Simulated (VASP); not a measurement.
# CsPbBr3 (Pm-3m) in VASP: further runs

Runs on CsPbBr3. Level: PBE. Tasks: electric field gradients, dielectric tensor.

Program: VASP 6.6.1. These are calculated values, not measurements. Logs are shortened: lines on timing, memory, paths and dates and some standing lists are left out, and cuts for length are marked.

**1. The cell of the first run**

It takes space group Pm-3m (No. 221, cubic). Conventional cell: a = 5.870 Å, b = 5.870 Å, c = 5.870 Å, α = 90.00°, β = 90.00°, γ = 90.00°. Within 5.4 Å of Cs (site symmetry m-3m) lie 12 Br at 4.15 Å and 8 Pb at 5.08 Å. Pb (site symmetry m-3m) has 6 Br at 2.94 Å within 3.9 Å. Br (site symmetry 4/mmm) has 2 Pb at 2.94 Å within 3.9 Å.

**2. Electric field gradients, PBE**

Input file INCAR:

```
PREC = Accurate ; ENCUT = 520
EDIFF = 1E-8 ; ISMEAR = 0
SIGMA = 0.01 ; LREAL = F
LASPH = T ; NELM = 100
ALGO = Normal ; ISIF = 2
LWAVE = F ; LCHARG = F
GGA = PE ; LEFG = T
NBANDS = 55
```

Input file KPOINTS:

```
Automatic mesh
0
Gamma
  3 3 3
```

Input file POSCAR:

```
CsPbBr3
1.0
    0.0000000000      5.8700000000      5.8700000000
    5.8700000000      0.0000000000      5.8700000000
    5.8700000000      5.8700000000      0.0000000000
Cs Pb Br
2 2 6
Direct
    0.0000000000      0.0000000000      0.0000000000
    0.5000000000      0.5000000000      0.5000000000
    0.2500000000      0.2500000000      0.2500000000
    0.7500000000      0.7500000000      0.7500000000
    0.5000000000      0.0000000000      0.0000000000
    0.0000000000      0.5000000000      0.5000000000
    0.0000000000      0.5000000000      0.0000000000
    0.5000000000      0.0000000000      0.5000000000
    0.0000000000      0.0000000000      0.5000000000
    0.5000000000      0.5000000000      0.0000000000
```

Potentials or basis: VASP PAW PBE potentials, release 64 (Cs_sv, Pb_d, Br).

Launch:

```bash
$ cat potpaw_PBE.64/Cs_sv/POTCAR potpaw_PBE.64/Pb_d/POTCAR potpaw_PBE.64/Br/POTCAR > POTCAR
$ mpirun -np 1 vasp_std > vasp.out
```

OUTCAR:

```text
PREC = Accurate
   ENCUT = 520
   EDIFF = 1E-8
   ISMEAR = 0
   LREAL = F
   LASPH = T
   NELM = 100
   ISIF = 2
   GGA = PE

 ion  position               nearest neighbor table
   1  0.000  0.000  0.000-
   2  0.500  0.500  0.500-
   3  0.250  0.250  0.250-   5 2.94   6 2.94   7 2.94   8 2.94   9 2.94  10 2.94
   4  0.750  0.750  0.750-   5 2.94   6 2.94   7 2.94   8 2.94   9 2.94  10 2.94
   5  0.500  0.000  0.000-   3 2.94   4 2.94
   6  0.000  0.500  0.500-   3 2.94   4 2.94
   7  0.000  0.500  0.000-   3 2.94   4 2.94
   8  0.500  0.000  0.500-   3 2.94   4 2.94
   9  0.000  0.000  0.500-   3 2.94   4 2.94
  10  0.500  0.500  0.000-   3 2.94   4 2.94

  LATTYP: Found a face centered cubic cell.
 ALAT       =    11.7400000000

  Lattice vectors:

 A1 = (   0.0000000000,   5.8700000000,   5.8700000000)
 A2 = (   5.8700000000,   0.0000000000,   5.8700000000)
 A3 = (   5.8700000000,   5.8700000000,   0.0000000000)

Analysis of symmetry for initial positions (statically):
=====================================================================
 Subroutine PRICEL returns following result:

  LATTYP: Found a simple cubic cell.
 ALAT       =     5.8700000000

  Lattice vectors:

 A1 = (  -5.8700000000,   0.0000000000,   0.0000000000)
 A2 = (   0.0000000000,   0.0000000000,   5.8700000000)
 A3 = (   0.0000000000,   5.8700000000,   0.0000000000)

   2 primitive cells build up your supercell.

 Routine SETGRP: Setting up the symmetry group for a
 face centered cubic supercell.

 Subroutine GETGRP returns: Found 48 space group operations
 (whereof 48 operations were pure point group operations)
 out of a pool of 48 trial point group operations.

The static configuration has the point symmetry O_h .

Analysis of symmetry for dynamics (positions and initial velocities):
=====================================================================
 Subroutine PRICEL returns following result:

  LATTYP: Found a simple cubic cell.
 ALAT       =     5.8700000000

  Lattice vectors:

 A1 = (  -5.8700000000,   0.0000000000,   0.0000000000)
 A2 = (   0.0000000000,   0.0000000000,   5.8700000000)
 A3 = (   0.0000000000,   5.8700000000,   0.0000000000)

   2 primitive cells build up your supercell.

 Routine SETGRP: Setting up the symmetry group for a
 face centered cubic supercell.

 Subroutine GETGRP returns: Found 48 space group operations
 (whereof 48 operations were pure point group operations)
 out of a pool of 48 trial point group operations.

The dynamic configuration has the point symmetry O_h .

 Subroutine INISYM returns: Found 48 space group operations
 (whereof 48 operations are pure point group operations),
 and found     2 'primitive' translations

----------------------------------------------------------------------------------------

                                     Primitive cell

  volume of cell :     202.2620

  direct lattice vectors                    reciprocal lattice vectors
    -5.870000000  0.000000000  0.000000000    -0.170357751  0.000000000  0.000000000
     0.000000000  0.000000000  5.870000000     0.000000000  0.000000000  0.170357751
     0.000000000  5.870000000  0.000000000     0.000000000  0.170357751  0.000000000

  length of vectors
     5.870000000  5.870000000  5.870000000     0.170357751  0.170357751  0.170357751

  position of ions in fractional coordinates (direct lattice)
     0.000000000  0.000000000  0.000000000
     0.500000000  0.500000000  0.500000000
     0.000000000  0.500000000  0.500000000
     0.500000000  0.500000000  0.000000000
     0.500000000  0.000000000  0.500000000

  ion indices of the primitive-cell ions
   primitive index   ion index
                 1           1
                 2           3
                 3           5
                 4           7
                 5           9

----------------------------------------------------------------------------------------

 KPOINTS: Automatic mesh

Automatic generation of k-mesh.
 Grid dimensions read from file:
 generate k-points for:    3    3    3

 Generating k-lattice:

  Cartesian coordinates                     Fractional coordinates (reciprocal lattice)
    -0.028392959  0.028392959  0.028392959     0.333333333  0.000000000  0.000000000
     0.028392959 -0.028392959  0.028392959     0.000000000  0.333333333  0.000000000
     0.028392959  0.028392959 -0.028392959     0.000000000  0.000000000  0.333333333

  Length of vectors
     0.049178047  0.049178047  0.049178047

  Shift w.r.t. Gamma in fractional coordinates (k-lattice)
     0.000000000  0.000000000  0.000000000

 Subroutine IBZKPT returns following result:
 ===========================================

 Found      4 irreducible k-points:

 Following reciprocal coordinates:
            Coordinates               Weight
  0.000000  0.000000  0.000000      1.000000
  0.333333  0.000000  0.000000      8.000000
  0.333333  0.333333  0.000000      6.000000
 -0.333333  0.333333  0.000000     12.000000
   k-points           NKPTS =      4   k-points in BZ     NKDIM =      4   number of bands    NBANDS=     55
   number of dos      NEDOS =    301   number of ions     NIONS =     10
   total plane-waves  NPLWV = 262144
   dimension x,y,z NGX =    64 NGY =   64 NGZ =   64
   dimension x,y,z NGXF=   128 NGYF=  128 NGZF=  128
   ions per type =               2   2   6
   NGX,Y,Z   is equivalent  to a cutoff of  12.82, 12.82, 12.82 a.u.
   NGXF,Y,Z  is equivalent  to a cutoff of  25.63, 25.63, 25.63 a.u.
 SYSTEM =  unknown system
   PREC   = accura    normal or accurate (medium, high low for compatibility)
   ISTART =      0    job   : 0-new  1-cont  2-samecut
   ICHARG =      2    charge: 1-file 2-atom 10-const
   ISPIN  =      1    spin polarized calculation?
   LNONCOLLINEAR =      F non collinear calculations
   LSORBIT =      F    spin-orbit coupling
   LASPH  =      T    aspherical Exc in radial PAW
   ENCUT  =  520.0 eV  38.22 Ry    6.18 a.u.  15.44 15.44 15.44*2*pi/ulx,y,z
   NELM   =    100;   NELMIN=  2; NELMDL= -5     # of ELM steps
   EDIFF  = 0.1E-07   stopping-criterion for ELM
   LREAL  =      F    real-space projection
   EDIFFG = 0.1E-06   stopping-criterion for IOM
   NSW    =      0    number of steps for IOM
   IBRION =     -1    ionic relax: 0-MD 1-quasi-New 2-CG
   NFREE  =      0    steps in history (QN), initial steepest desc. (CG)
   ISIF   =      2    stress and relaxation
   ISYM   =      2    0-nonsym 1-usesym 2-fastsym
   POTIM  = 0.5000    time-step for ionic-motion
   TEBEG  =    0.0;   TEEND  =   0.0 temperature during run
   PSTRESS=    0.0 pullay stress
   NELECT =      88.0000    total number of electrons
   NUPDOWN=      -1.0000    fix difference up-down
   EMIN   =  10.00;   EMAX   =-10.00  energy-range for DOS
   EFERMI =   0.00;   METHOD = LEGACY
   ISMEAR =     0;   SIGMA  =   0.01  broadening in eV -4-tet -1-fermi 0-gaus
   EFERMI_NEDOS =   21; number of points for ismear=-14 and -15
   IALGO  =     38    algorithm
   IMIX   =      4    mixing-type and parameters
     AMIX     =   0.40;   BMIX     =  1.00
     AMIX_MAG =   1.60;   BMIX_MAG =  1.00
  volume/ion in A,a.u.               =      40.45       272.99
  Fermi-wavevector in a.u.,A,eV,Ry     =   0.984587  1.860600 13.189657  0.969412
  Thomas-Fermi vector in A             =   2.115831
   LORBIT       =      0    0 simple, 1 ext, 2 COOP (PROOUT), +10 PAW based schemes
   GGA     = PE    functional components
   LHFCALC =     F    Hartree Fock is set to
   AEXX    =    0.0000 exact exchange contribution
   IVDW    =     0    specifies the selected vdW correction
   LEPSILON=     F    determine dielectric tensor
   LRPA    =     F    only Hartree local field effects (RPA)
 non-spin polarized calculation
 Gauss-broadening in eV      SIGMA  =   0.01
  energy-cutoff  :      520.00
  volume of cell :      404.52
 maximum number of plane-waves:     10969
 NGX is ok and might be reduce to    64
   NGX = 31   NGY = 31   NGZ = 31

 number of electron      87.9999980 magnetization

 Free energy of the ion-electron system (eV)
  ---------------------------------------------------
  ext. energy  EPLUGINS =         0.00000000
  ---------------------------------------------------
  free energy    TOTEN  =       -31.66851676 eV

  energy without entropy =      -31.66851676  energy(sigma->0) =      -31.66851676

 E-fermi :   1.4355     XC(G=0):  -7.6402

 val. band max:        1.3252724706   @ k =   0.0000   0.0000   0.0000
 cond. band min:       2.8586950283   @ k =   0.0000   0.0000   0.0000
 fundamental gap:      1.5334225577
 Fermi energy:         1.4354975142

 k-point     1 :       0.0000    0.0000    0.0000
  band No.  band energies     occupation
      1     -20.1757      2.00000
      2     -20.1730      2.00000
      3     -15.5627      2.00000
      4     -15.5627      2.00000
      5     -15.4591      2.00000
      6     -15.4591      2.00000
[... 47 lines left out ...]
     54       6.1571      0.00000
     55       6.4846      0.00000

 k-point     2 :       0.3333    0.0000    0.0000
  band No.  band energies     occupation
      1     -20.1749      2.00000
      2     -20.1736      2.00000
      3     -15.5386      2.00000
      4     -15.5386      2.00000
      5     -15.4869      2.00000
      6     -15.4869      2.00000
[... 47 lines left out ...]
     54       6.1597      0.00000
     55       6.6540      0.00000

 k-point     3 :       0.3333    0.3333    0.0000
  band No.  band energies     occupation
      1     -20.1749      2.00000
      2     -20.1735      2.00000
      3     -15.5627      2.00000
      4     -15.5146      2.00000
      5     -15.5145      2.00000
      6     -15.4591      2.00000
[... 47 lines left out ...]
     54       6.5786      0.00000
     55       6.5799      0.00000

 k-point     4 :      -0.3333    0.3333    0.0000
  band No.  band energies     occupation
      1     -20.1742      2.00000
      2     -20.1742      2.00000
      3     -15.5396      2.00000
      4     -15.5385      2.00000
      5     -15.4882      2.00000
      6     -15.4869      2.00000
[... 47 lines left out ...]
     54       6.6370      0.00000
     55       6.6622      0.00000

------------------------ aborting loop because EDIFF is reached ----------------------------------------

  FORCE on cell =-STRESS in cart. coord.  units (eV):
  Direction    XX          YY          ZZ          XY          YZ          ZX
  --------------------------------------------------------------------------------------
  -------------------------------------------------------------------------------------
  Total        3.6906106      3.6906106      3.6906106      0.0000000     -0.0000000     -0.0000000
  in kB       14.6172109     14.6172109     14.6172109      0.0000000     -0.0000000     -0.0000000
  external PRESSURE =      14.6172109 kB  Pullay stress =       0.0000000 kB

 VOLUME and BASIS-vectors are now :
 -----------------------------------------------------------------------------
  energy-cutoff  :      520.00
  volume of cell :      404.52
      direct lattice vectors                 reciprocal lattice vectors
     0.000000000  5.870000000  5.870000000    -0.085178876  0.085178876  0.085178876
     5.870000000  0.000000000  5.870000000     0.085178876 -0.085178876  0.085178876
     5.870000000  5.870000000  0.000000000     0.085178876  0.085178876 -0.085178876

 POSITION                                       TOTAL-FORCE (eV/Angst)
 -----------------------------------------------------------------------------------
      0.00000      0.00000      0.00000         0.000000     -0.000000      0.000000
      5.87000      5.87000      5.87000         0.000000     -0.000000      0.000000
      2.93500      2.93500      2.93500        -0.000000      0.000000     -0.000000
      8.80500      8.80500      8.80500        -0.000000      0.000000     -0.000000
      0.00000      2.93500      2.93500         0.000000     -0.000000      0.000000
      5.87000      2.93500      2.93500         0.000000     -0.000000      0.000000
      2.93500      0.00000      2.93500        -0.000000      0.000000      0.000000
      2.93500      5.87000      2.93500        -0.000000      0.000000      0.000000
      2.93500      2.93500      0.00000        -0.000000      0.000000      0.000000
      2.93500      2.93500      5.87000        -0.000000     -0.000000      0.000000
 -----------------------------------------------------------------------------------
    total drift:                               -0.000000      0.000000     -0.000000

  FREE ENERGIE OF THE ION-ELECTRON SYSTEM (eV)
  ---------------------------------------------------
  free  energy   TOTEN  =       -31.6685167561 eV

  energy  without entropy=      -31.6685167561  energy(sigma->0) =      -31.66851676

 Electric field gradients (V/A^2)
---------------------------------------------------------------------
 ion       V_xx      V_yy      V_zz      V_xy      V_xz      V_yz
---------------------------------------------------------------------
   1      -0.000    -0.000     0.000     0.000     0.000     0.000
   2      -0.000    -0.000     0.000     0.000     0.000     0.000
   3      -0.000    -0.000    -0.000    -0.001    -0.001    -0.001
   4      -0.000    -0.000    -0.000    -0.001    -0.001    -0.001
   5     193.702   -96.851   -96.851     0.001     0.001     0.000
   6     193.702   -96.851   -96.851     0.001     0.001     0.000
   7     -96.851   193.702   -96.851     0.001     0.000     0.001
   8     -96.851   193.702   -96.851     0.001     0.000     0.001
   9     -96.851   -96.851   193.702     0.000     0.001     0.001
  10     -96.851   -96.851   193.702     0.000     0.001     0.001
---------------------------------------------------------------------

 Electric field gradients after diagonalization (V/A^2)
 (convention: |V_zz| > |V_xx| > |V_yy|)
----------------------------------------------------------------------
 ion       V_xx      V_yy      V_zz     asymmetry (V_yy - V_xx)/ V_zz
----------------------------------------------------------------------
   1      -0.000    -0.000     0.001       0.000
   2      -0.000    -0.000     0.001       0.000
   3       0.001     0.001    -0.002       0.000
   4       0.001     0.001    -0.002       0.000
   5     -96.851   -96.850   193.702       0.000
   6     -96.851   -96.850   193.702       0.000
   7     -96.851   -96.850   193.702       0.000
   8     -96.851   -96.850   193.702       0.000
   9     -96.851   -96.850   193.702       0.000
  10     -96.851   -96.850   193.702       0.000
----------------------------------------------------------------------

           NMR quadrupolar parameters

 Cq : quadrupolar parameter    Cq=e*Q*V_zz/h
 eta: asymmetry parameters     (V_yy - V_xx)/ V_zz
 Q  : nuclear electric quadrupole moment in mb (millibarn)
----------------------------------------------------------------------
 ion       Cq(MHz)       eta       Q (mb)
----------------------------------------------------------------------
   1       0.000       0.000       1.000
   2       0.000       0.000       1.000
   3      -0.000       0.000       1.000
   4      -0.000       0.000       1.000
   5       0.468       0.000       1.000
   6       0.468       0.000       1.000
   7       0.468       0.000       1.000
   8       0.468       0.000       1.000
   9       0.468       0.000       1.000
  10       0.468       0.000       1.000
----------------------------------------------------------------------
```

It took 98 s on 1 thread of Intel Xeon 6975P-C (Granite Rapids), shared host; peak memory 0.62 GiB.

Results:

* Free energy: -31.6685 eV
* Pressure: 1.5 GPa
* Band gap on the k mesh: 1.53 eV
* Largest electric field gradient by atom: Cs +0.0; Pb -0.0; Br +193.7 V/Å²

Levels at points of the mesh, in eV from the valence-band top:
```csv
k point,band 40,band 41,band 42,band 43,band 44,band 45,band 46,band 47,band 48,band 49
"(0.00, 0.00, 0.00)",-2.07,-1.70,-1.70,-1.70,0.00,1.53,1.53,1.53,2.99,4.08
```

Electric field gradients, principal values (V/Å²):
| atom | least | middle | greatest (by size) |
| --- | --- | --- | --- |
| 1 Cs | 0.000 | 0.000 | 0.001 |
| 2 Cs | 0.000 | 0.000 | 0.001 |
| 3 Pb | 0.001 | 0.001 | -0.002 |
| 4 Pb | 0.001 | 0.001 | -0.002 |
| 5 Br | -96.850 | -96.851 | 193.702 |
| 6 Br | -96.850 | -96.851 | 193.702 |
| 7 Br | -96.850 | -96.851 | 193.702 |
| 8 Br | -96.850 | -96.851 | 193.702 |
| 9 Br | -96.850 | -96.851 | 193.702 |
| 10 Br | -96.850 | -96.851 | 193.702 |

Caveat: without QUAD_EFG the Cq values of the log hold for a quadrupole moment of 1 mb, not for the nuclei; spin-orbit coupling is left out, which moves the levels of the heavy elements; an odd mesh through Γ misses points on the zone boundary, where band edges can lie.

(Continued in part 2 of 2.)
